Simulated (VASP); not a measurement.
Crystal: Ga.

```
Ga
1.0
    -1.74064    1.74064    1.74064
     1.74064   -1.74064    1.74064
     1.74064    1.74064   -1.74064
Ga
1
Direct
  0.00000 0.00000 0.00000
```

* Program: VASP 6.6.1
* Task: relaxation of cell and atoms
* Functional: PBE
* Potentials or basis: VASP PAW PBE potentials, release 64 (Ga_d)
* Cutoff: 600 eV
* k mesh: 16 × 16 × 16
* Occupations: gaussian, width 0.1 eV
* Spin: no spin polarisation

At the start: pressure -3.3 GPa; volume 21.10 Å³/atom.

Q: Where does the relaxation end?

A: Over 4 steps the energy falls by 20.4 meV/atom and the volume is 19.22 Å³/atom (-8.9 %); space group Im-3m (No. 229, to 0.05 Å).

The path:
```
step  energy change (eV)  largest force (eV/Å)  pressure (GPa)  volume (Å³)
   1              0.0000                0.0000           -3.32        21.10
   2             -0.0184                0.0000           -1.21        19.79
   3             -0.0202                0.0000            0.25        19.11
   4             -0.0204                0.0000           -0.04        19.22
```

Final structure:
```
Ga
1.0
    -1.68738    1.68738    1.68738
     1.68738   -1.68738    1.68738
     1.68738    1.68738   -1.68738
Ga
1
Direct
  0.00000 0.00000 0.00000
```
